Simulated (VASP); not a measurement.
# TiO2 (Fm-3m) in VASP: single point with r2SCAN

Aim: the single point of TiO2 with r2SCAN.

Everything below comes from runs of VASP 6.6.1. Logs are shortened: lines on timing, memory, paths and dates and some standing lists are left out, and cuts for length are marked.

### Step 1. The cell of the first run

Symmetry: Fm-3m, No. 225, cubic system. Conventional cell: a = 4.794 Å, b = 4.794 Å, c = 4.794 Å, α = 90.00°, β = 90.00°, γ = 90.00°. Ti (site symmetry m-3m) has 8 O at 2.08 Å within 2.7 Å. O (site symmetry -43m) has 4 Ti at 2.08 Å and 6 O at 2.40 Å within 2.7 Å.

### Step 2. Single point, r2SCAN

Input file POSCAR:

```
TiO2
1.0
    0.0000000000      2.3968272525      2.3968272525
    2.3968272525      0.0000000000      2.3968272525
    2.3968272525      2.3968272525      0.0000000000
Ti O
1 2
Direct
    0.0000000000      0.0000000000      0.0000000000
    0.2500000000      0.2500000000      0.2500000000
    0.7500000000      0.7500000000      0.7500000000
```

Input file INCAR.step1:

```
  PREC = Accurate
  ENCUT = 1480
  ISMEAR = 0
  SIGMA = 0.01
  LREAL = F
  LASPH = T
  NELM = 120
  NBANDS = 19
  GGA = PE
  ALGO = Normal
  EDIFF = 1E-5
  LWAVE = T
  LCHARG = F
  GGA_COMPAT = F
```

Input file INCAR.step2:

```
  PREC = Accurate
  ENCUT = 1480
  EDIFF = 1E-6
  ISMEAR = 0
  SIGMA = 0.01
  LREAL = F
  LASPH = T
  NELM = 120
  ALGO = Normal
  ISIF = 2
  LWAVE = F
  LCHARG = T
  METAGGA = R2SCAN
  LMIXTAU = T
  LELF = T
  LVHAR = T
  NBANDS = 19
  ISTART = 1
  GGA_COMPAT = F
```

Input file KPOINTS:

```
regular mesh
0
Gamma
  10 10 10
```

Potentials or basis: VASP PAW PBE potentials, release 64 (Ti_sv, O_h).

Started as:

```
cat potpaw_PBE.64/Ti_sv/POTCAR potpaw_PBE.64/O_h/POTCAR > POTCAR
cp INCAR.step1 INCAR
mpirun -np 1 vasp_std > vasp.out
cp INCAR.step2 INCAR
mpirun -np 1 vasp_std > vasp.out
```

OUTCAR:

```text
PREC = Accurate
   ENCUT = 1480
   EDIFF = 1E-6
   ISMEAR = 0
   LREAL = F
   LASPH = T
   NELM = 120
   ISIF = 2
   METAGGA = R2SCAN
   ISTART = 1

 ion  position               nearest neighbor table
   1  0.000  0.000  0.000-   2 2.08   3 2.08   3 2.08   3 2.08   3 2.08   2 2.08   2 2.08   2 2.08

   2  0.250  0.250  0.250-   1 2.08   1 2.08   1 2.08   1 2.08
   3  0.750  0.750  0.750-   1 2.08   1 2.08   1 2.08   1 2.08

  LATTYP: Found a face centered cubic cell.
 ALAT       =     4.7936545050

  Lattice vectors:

 A1 = (   0.0000000000,   2.3968272525,   2.3968272525)
 A2 = (   2.3968272525,   0.0000000000,   2.3968272525)
 A3 = (   2.3968272525,   2.3968272525,   0.0000000000)

Analysis of symmetry for initial positions (statically):
=====================================================================
 Subroutine PRICEL returns:
 Original cell was already a primitive cell.

 Routine SETGRP: Setting up the symmetry group for a
 face centered cubic supercell.

 Subroutine GETGRP returns: Found 48 space group operations
 (whereof 48 operations were pure point group operations)
 out of a pool of 48 trial point group operations.

The static configuration has the point symmetry O_h .

Analysis of symmetry for dynamics (positions and initial velocities):
=====================================================================
 Subroutine PRICEL returns:
 Original cell was already a primitive cell.

 Routine SETGRP: Setting up the symmetry group for a
 face centered cubic supercell.

 Subroutine GETGRP returns: Found 48 space group operations
 (whereof 48 operations were pure point group operations)
 out of a pool of 48 trial point group operations.

The dynamic configuration has the point symmetry O_h .

 Subroutine INISYM returns: Found 48 space group operations
 (whereof 48 operations are pure point group operations),
 and found     1 'primitive' translations

----------------------------------------------------------------------------------------

                                     Primitive cell

  volume of cell :      27.5385

  direct lattice vectors                    reciprocal lattice vectors
     0.000000000  2.396827253  2.396827253    -0.208609110  0.208609110  0.208609110
[... 78 lines left out ...]
 SYSTEM =  unknown system
   PREC   = accura    normal or accurate (medium, high low for compatibility)
   ISTART =      1    job   : 0-new  1-cont  2-samecut
   ICHARG =      0    charge: 1-file 2-atom 10-const
   ISPIN  =      1    spin polarized calculation?
   LNONCOLLINEAR =      F non collinear calculations
   LSORBIT =      F    spin-orbit coupling
   LASPH  =      T    aspherical Exc in radial PAW
   ENCUT  = 1480.0 eV 108.78 Ry   10.43 a.u.  10.63 10.63 10.63*2*pi/ulx,y,z
   NELM   =    120;   NELMIN=  2; NELMDL=  0     # of ELM steps
   EDIFF  = 0.1E-05   stopping-criterion for ELM
   LREAL  =      F    real-space projection
[... 7 lines left out ...]
   TEBEG  =    0.0;   TEEND  =   0.0 temperature during run
   PSTRESS=    0.0 pullay stress
   NELECT =      24.0000    total number of electrons
   NUPDOWN=      -1.0000    fix difference up-down
   EMIN   =  10.00;   EMAX   =-10.00  energy-range for DOS
   EFERMI =   0.00;   METHOD = LEGACY
   ISMEAR =     0;   SIGMA  =   0.01  broadening in eV -4-tet -1-fermi 0-gaus
   EFERMI_NEDOS =   21; number of points for ismear=-14 and -15
   IALGO  =     38    algorithm
   IMIX   =      4    mixing-type and parameters
     AMIX     =   0.40;   BMIX     =  1.00
     AMIX_MAG =   1.60;   BMIX_MAG =  1.00
  volume/ion in A,a.u.               =       9.18        61.95
  Fermi-wavevector in a.u.,A,eV,Ry     =   1.563742  2.955044 33.270189  2.445290
  Thomas-Fermi vector in A             =   2.666469
   LORBIT       =      0    0 simple, 1 ext, 2 COOP (PROOUT), +10 PAW based schemes
   METAGGA = R2SCAN    functional components
   LHFCALC =     F    Hartree Fock is set to
   AEXX    =    0.0000 exact exchange contribution
   IVDW    =     0    specifies the selected vdW correction
   LEPSILON=     F    determine dielectric tensor
   LRPA    =     F    only Hartree local field effects (RPA)
 non-spin polarized calculation
 Gauss-broadening in eV      SIGMA  =   0.01
  energy-cutoff  :     1480.00
  volume of cell :       27.54
 maximum number of plane-waves:      3587
 NGX is ok and might be reduce to    48
   NGX = 21   NGY = 21   NGZ = 21

 number of electron      24.0000000 magnetization

 Free energy of the ion-electron system (eV)
  ---------------------------------------------------
  ext. energy  EPLUGINS =         0.00000000
  ---------------------------------------------------
  free energy    TOTEN  =       -34.13276349 eV

  energy without entropy =      -34.13276349  energy(sigma->0) =      -34.13276349

 E-fermi :   7.9267     XC(G=0): -13.0639

 val. band max:        7.6748489691   @ k =   0.5000   0.5000   0.0000
 cond. band min:       9.2246860596   @ k =   0.0000   0.0000   0.0000
 fundamental gap:      1.5498370905
 Fermi energy:         7.9266657016

 k-point     1 :       0.0000    0.0000    0.0000
  band No.  band energies     occupation
      1     -52.3265      2.00000
      2     -27.3611      2.00000
      3     -27.3610      2.00000
      4     -27.3610      2.00000
      5     -13.0794      2.00000
      6      -9.2676      2.00000
[... 505 lines left out ...]
      6     -10.5913      2.00000
[... 11 lines left out ...]
     18      18.8360      0.00000
     19      22.7988      0.00000

 [... further k-points ...]

------------------------ aborting loop because EDIFF is reached ----------------------------------------

  FORCE on cell =-STRESS in cart. coord.  units (eV):
  Direction    XX          YY          ZZ          XY          YZ          ZX
  --------------------------------------------------------------------------------------
  -------------------------------------------------------------------------------------
  Total        0.2367659      0.2367659      0.2367659      0.0000000      0.0000000     -0.0000000
  in kB       13.7749337     13.7749337     13.7749337      0.0000000      0.0000000     -0.0000000
  external PRESSURE =      13.7749337 kB  Pullay stress =       0.0000000 kB

 VOLUME and BASIS-vectors are now :
 -----------------------------------------------------------------------------
  energy-cutoff  :     1480.00
  volume of cell :       27.54
      direct lattice vectors                 reciprocal lattice vectors
     0.000000000  2.396827253  2.396827253    -0.208609110  0.208609110  0.208609110
     2.396827253  0.000000000  2.396827253     0.208609110 -0.208609110  0.208609110
     2.396827253  2.396827253  0.000000000     0.208609110  0.208609110 -0.208609110

 POSITION                                       TOTAL-FORCE (eV/Angst)
 -----------------------------------------------------------------------------------
      0.00000      0.00000      0.00000        -0.000000     -0.000000      0.000000
      1.19841      1.19841      1.19841        -0.000000     -0.000000     -0.000000
      3.59524      3.59524      3.59524         0.000000      0.000000      0.000000
 -----------------------------------------------------------------------------------
    total drift:                               -0.000000     -0.000000      0.000000

  FREE ENERGIE OF THE ION-ELECTRON SYSTEM (eV)
  ---------------------------------------------------
  free  energy   TOTEN  =       -34.1327634898 eV

  energy  without entropy=      -34.1327634898  energy(sigma->0) =      -34.13276349
```

OSZICAR.step1:

```text
N       E                     dE             d eps       ncg     rms          rms(c)
DAV:   1     0.390475039477E+03    0.39048E+03   -0.24401E+04  1786   0.323E+03
DAV:   2     0.264451562895E+02   -0.36403E+03   -0.34611E+03  1910   0.622E+02
DAV:   3    -0.323143984932E+02   -0.58760E+02   -0.55163E+02  2277   0.197E+02
DAV:   4    -0.355651229191E+02   -0.32507E+01   -0.32386E+01  2370   0.451E+01
DAV:   5    -0.356365173327E+02   -0.71394E-01   -0.71308E-01  2179   0.665E+00    0.213E+01
DAV:   6    -0.265829689053E+02    0.90535E+01   -0.41598E+01  2257   0.761E+01    0.948E+00
DAV:   7    -0.262559179242E+02    0.32705E+00   -0.10220E+01  2236   0.280E+01    0.600E+00
DAV:   8    -0.261749344694E+02    0.80983E-01   -0.37544E-01  2029   0.556E+00    0.464E+00
DAV:   9    -0.263239505293E+02   -0.14902E+00   -0.32798E+00  2114   0.158E+01    0.487E+00
DAV:  10    -0.260410912382E+02    0.28286E+00   -0.12712E+00  2466   0.936E+00    0.770E-01
DAV:  11    -0.260398642065E+02    0.12270E-02   -0.56243E-02  2052   0.218E+00    0.533E-01
DAV:  12    -0.260378476035E+02    0.20166E-02   -0.28634E-03  2110   0.526E-01    0.339E-01
DAV:  13    -0.260375581474E+02    0.28946E-03   -0.96437E-04  2103   0.340E-01    0.221E-01
DAV:  14    -0.260372230197E+02    0.33513E-03   -0.95835E-04  2011   0.246E-01    0.726E-02
DAV:  15    -0.260371687343E+02    0.54285E-04   -0.34091E-04  2091   0.123E-01    0.465E-02
DAV:  16    -0.260371532817E+02    0.15453E-04   -0.36000E-05  1975   0.679E-02    0.163E-02
DAV:  17    -0.260371513930E+02    0.18887E-05   -0.56890E-06  1082   0.273E-02
   1 F= -.26037151E+02 E0= -.26037151E+02  d E =-.917778E-15
```

It took 8.6 min on 1 thread of Intel Xeon Platinum 8375C at 2.90GHz (Ice Lake), shared host; peak memory 0.44 GiB.

Results:

* Free energy: -34.1328 eV
* Pressure: 1.4 GPa
* Band gap on the k mesh: 1.55 eV (least direct gap 2.25 eV)

Caveat: the structure was generated, so it needn't be the stable form of TiO2; the PAW data sets were made with another functional, which shifts forces and pressure a little.
